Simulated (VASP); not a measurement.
# Si (P1) in VASP: single point with HSE06

Aim: the single point of Si with HSE06.

Everything below comes from runs of VASP 6.6.1. Logs are shortened: lines on timing, memory, paths and dates and some standing lists are left out, and cuts for length are marked.

## Step 1: The cell of the first run

The typed cell holds 8 atoms: a = 5.431 Å, b = 5.431 Å, c = 5.431 Å, α = 90.00°, β = 90.00°, γ = 90.00°.

## Step 2: Single point, HSE06

POSCAR

```
Si
1.0
    5.4310000000      0.0000000000      0.0000000000
    0.0000000000      5.4310000000      0.0000000000
    0.0000000000      0.0000000000      5.4310000000
Si
8
Direct
    0.9967562700      0.9935711500      0.0027791300
    0.2421273500      0.2506606900      0.2475269500
    0.9918615200      0.5001369100      0.4914839900
    0.2487782300      0.7420798300      0.7424638700
    0.4986101900      0.0060182700      0.4930731300
    0.7449040500      0.2523464000      0.7582435800
    0.5014196800      0.4980976000      0.0087692000
    0.7416513100      0.7566004100      0.2461261100
```

INCAR.step1

```
PREC     = Accurate       # precision mode
ENCUT    = 520            # plane-wave cutoff, eV
EDIFF    = 1E-5           # SCF threshold, eV
ISMEAR   = 0              # smearing method
SIGMA    = 0.01           # smearing width, eV
LREAL    = False          # projectors in reciprocal space
LASPH    = True           # aspherical terms in the spheres
NELM     = 60             # most SCF steps
ALGO     = Normal         # electronic algorithm
ISIF     = 2              # what is computed and relaxed
LWAVE    = True           # write WAVECAR
GGA      = PE             # functional
NBANDS   = 26             # bands
```

INCAR.step2

```
PREC     = Accurate       # precision mode
ENCUT    = 520            # plane-wave cutoff, eV
EDIFF    = 1E-6           # SCF threshold, eV
ISMEAR   = 0              # smearing method
SIGMA    = 0.01           # smearing width, eV
LREAL    = False          # projectors in reciprocal space
LASPH    = True           # aspherical terms in the spheres
NELM     = 60             # most SCF steps
ALGO     = Normal         # electronic algorithm
ISIF     = 2              # what is computed and relaxed
LWAVE    = False          # write WAVECAR
LCHARG   = True           # write CHGCAR
GGA      = PE             # functional
LHFCALC  = True           # exact exchange
HFSCREEN = 0.2079         # screening, 1/A
PRECFOCK = Fast         
LELF     = True           # ELF
LVHAR    = True         
ISTART   = 1            
NBANDS   = 26             # bands
```

KPOINTS

```
regular mesh
0
Gamma
  3 3 3
```

Potentials or basis: VASP PAW PBE potentials, release 64 (Si).

Launch:

```bash
$ cat potpaw_PBE.64/Si/POTCAR > POTCAR
$ cp INCAR.step1 INCAR
$ mpirun -np 1 vasp_std > vasp.out
$ cp INCAR.step2 INCAR
$ mpirun -np 1 vasp_std > vasp.out
```

OUTCAR:

```text
PREC = Accurate
   ENCUT = 520
   EDIFF = 1E-6
   ISMEAR = 0
   LREAL = False
   LASPH = True
   NELM = 60
   ISIF = 2
   GGA = PE
   LHFCALC = True
   HFSCREEN = 0.2079
   PRECFOCK = Fast
   ISTART = 1

 ion  position               nearest neighbor table
   1  0.997  0.994  0.003-   8 2.31   2 2.34   6 2.37   4 2.40
   2  0.242  0.251  0.248-   3 2.33   7 2.34   5 2.34   1 2.34
   3  0.992  0.500  0.491-   2 2.33   4 2.35   8 2.36   6 2.39
   4  0.249  0.742  0.742-   3 2.35   7 2.39   5 2.39   1 2.40
   5  0.499  0.006  0.493-   8 2.32   2 2.34   6 2.38   4 2.39
   6  0.745  0.252  0.758-   7 2.32   1 2.37   5 2.38   3 2.39
   7  0.501  0.498  0.009-   8 2.31   6 2.32   2 2.34   4 2.39
   8  0.742  0.757  0.246-   1 2.31   7 2.31   5 2.32   3 2.36

  LATTYP: Found a simple cubic cell.
 ALAT       =     5.4310000000

  Lattice vectors:

 A1 = (   5.4310000000,   0.0000000000,   0.0000000000)
 A2 = (   0.0000000000,   5.4310000000,   0.0000000000)
 A3 = (   0.0000000000,   0.0000000000,   5.4310000000)

Analysis of symmetry for initial positions (statically):
=====================================================================
 Subroutine PRICEL returns:
 Original cell was already a primitive cell.

 Routine SETGRP: Setting up the symmetry group for a
 simple cubic supercell.

 Subroutine GETGRP returns: Found  1 space group operations
 (whereof  1 operations were pure point group operations)
 out of a pool of 48 trial point group operations.

The static configuration has the point symmetry C_1 .

Analysis of symmetry for dynamics (positions and initial velocities):
=====================================================================
 Subroutine PRICEL returns:
 Original cell was already a primitive cell.

 Routine SETGRP: Setting up the symmetry group for a
 simple cubic supercell.

 Subroutine GETGRP returns: Found  1 space group operations
 (whereof  1 operations were pure point group operations)
 out of a pool of 48 trial point group operations.

The dynamic configuration has the point symmetry C_1 .

 Subroutine INISYM returns: Found  1 space group operations
 (whereof  1 operations are pure point group operations),
 and found     1 'primitive' translations

[... 102 lines left out ...]
   ISYM   =      3    0-nonsym 1-usesym 2-fastsym
   POTIM  = 0.5000    time-step for ionic-motion
   TEBEG  =    0.0;   TEEND  =   0.0 temperature during run
   PSTRESS=    0.0 pullay stress
   NELECT =      32.0000    total number of electrons
   NUPDOWN=      -1.0000    fix difference up-down
   EMIN   =  10.00;   EMAX   =-10.00  energy-range for DOS
   EFERMI =   0.00;   METHOD = LEGACY
   ISMEAR =     0;   SIGMA  =   0.01  broadening in eV -4-tet -1-fermi 0-gaus
   EFERMI_NEDOS =   21; number of points for ismear=-14 and -15
   IALGO  =     38    algorithm
   IMIX   =      1    mixing-type and parameters
     AMIX     =   0.40;   BMIX     =  1.00
     AMIX_MAG =   1.60;   BMIX_MAG =  1.00
  volume/ion in A,a.u.               =      20.02       135.13
  Fermi-wavevector in a.u.,A,eV,Ry     =   0.956999  1.808467 12.460868  0.915848
  Thomas-Fermi vector in A             =   2.085978
   LORBIT       =      0    0 simple, 1 ext, 2 COOP (PROOUT), +10 PAW based schemes
   GGA     = PE    functional components
   LHFCALC =     T    Hartree Fock is set to
   PRECFOCK=fast      Normal, Fast or Accurate (Low or Medium for compatibility)
   ENCUT4O =  -1.0   cutoff for four orbital integrals eV
   NKREDX  =     1    reduce k-point grid by
   NKREDY  =     1    reduce k-point grid by
   NKREDZ  =     1    reduce k-point grid by
   AEXX    =    0.2500 exact exchange contribution
   HFSCREEN=    0.2079 screening length (either q_TF or 0.3 A-1)
   HFSCREENC=   0.2079 screening length for correlation (either q_TF or 0.3 A-1)
   ENCUTFOCK=  -1.0 apply spherical cutoff to Coloumb kernel
   IVDW    =     0    specifies the selected vdW correction
   LEPSILON=     F    determine dielectric tensor
   LRPA    =     F    only Hartree local field effects (RPA)
 non-spin polarized calculation
 Gauss-broadening in eV      SIGMA  =   0.01
  energy-cutoff  :      520.00
  volume of cell :      160.19
 maximum number of plane-waves:      4337
  NGX = 24; NGY = 24; NGZ = 24

 number of electron      31.9999999 magnetization

 Free energy of the ion-electron system (eV)
  ---------------------------------------------------
  ext. energy  EPLUGINS =         0.00000000
  ---------------------------------------------------
  free energy    TOTEN  =       -50.01392221 eV

  energy without entropy =      -50.01392221  energy(sigma->0) =      -50.01392221

 E-fermi :   5.6727     XC(G=0):  -7.8473

 val. band max:        5.5763258174   @ k =   0.0000   0.0000   0.0000
 cond. band min:       6.5609997249   @ k =   0.0000   0.0000   0.0000
 fundamental gap:      0.9846739075
 Fermi energy:         5.6726784726

 k-point     1 :       0.0000    0.0000    0.0000
  band No.  band energies     occupation
      1      -7.8211      2.00000
      2      -3.3546      2.00000
      3      -3.2843      2.00000
      4      -3.1903      2.00000
      5      -3.1812      2.00000
      6      -3.1480      2.00000
[... 395 lines left out ...]
     25      10.4655      0.00000
     26      11.0042      0.00000

------------------------ aborting loop because EDIFF is reached ----------------------------------------

  FORCE on cell =-STRESS in cart. coord.  units (eV):
  Direction    XX          YY          ZZ          XY          YZ          ZX
  --------------------------------------------------------------------------------------
  -------------------------------------------------------------------------------------
  Total        0.3555023      0.3499565      0.2055570      0.0978192      0.6436244     -0.3123184
  in kB        3.5556056      3.5001386      2.0559070      0.9783526      6.4372984     -3.1236956
  external PRESSURE =       3.0372171 kB  Pullay stress =       0.0000000 kB

 VOLUME and BASIS-vectors are now :
 -----------------------------------------------------------------------------
  energy-cutoff  :      520.00
  volume of cell :      160.19
      direct lattice vectors                 reciprocal lattice vectors
     5.431000000  0.000000000  0.000000000     0.184128153  0.000000000  0.000000000
     0.000000000  5.431000000  0.000000000     0.000000000  0.184128153  0.000000000
     0.000000000  0.000000000  5.431000000     0.000000000  0.000000000  0.184128153

 POSITION                                       TOTAL-FORCE (eV/Angst)
 -----------------------------------------------------------------------------------
      5.41338      5.39608      0.01509         0.318366      0.163582     -0.767542
      1.31499      1.36134      1.34432         0.083365     -0.125447      0.037601
      5.38680      2.71624      2.66925        -0.177209     -0.002173      0.521580
      1.35111      4.03024      4.03232         0.136888      0.309627      0.225545
      2.70795      0.03269      2.67788        -0.346191     -0.033852      0.759937
      4.04557      1.37049      4.11802         0.359567     -0.262834     -0.532130
      2.72321      2.70517      0.04763        -0.668852      0.210454     -0.624982
      4.02791      4.10910      1.33671         0.294067     -0.259356      0.379990
 -----------------------------------------------------------------------------------
    total drift:                               -0.000027     -0.000007     -0.000011

  FREE ENERGIE OF THE ION-ELECTRON SYSTEM (eV)
  ---------------------------------------------------
  free  energy   TOTEN  =       -50.0139222141 eV

  energy  without entropy=      -50.0139222141  energy(sigma->0) =      -50.01392221
```

Run time: 15 min. Hardware: 1 thread of Oxide Virtual Turin-like, shared host; peak memory 0.34 GiB.

Results:

```
Free energy            : -50.0139 eV
Pressure               : 0.3 GPa
Largest force          : 0.939 eV/Å
Band gap on the k mesh : 0.98 eV
```

Forces on the atoms (eV/Å):
```
Si   0.318  0.164 -0.768
Si   0.083 -0.125  0.038
Si  -0.177 -0.002  0.522
Si   0.137  0.310  0.226
Si  -0.346 -0.034  0.760
Si   0.360 -0.263 -0.532
Si  -0.669  0.210 -0.625
Si   0.294 -0.259  0.380
```

Levels at points of the mesh, in eV from the valence-band top:
```tsv
k point	band 13	band 14	band 15	band 16	band 17	band 18	band 19	band 20
(0.00, 0.00, 0.00)	-3.16	-0.21	-0.10	0.00	0.98	1.13	1.16	1.21
```

Caveat: the PAW data sets were made with another functional, which shifts forces and pressure a little; an odd mesh through Γ misses points on the zone boundary, where band edges can lie.
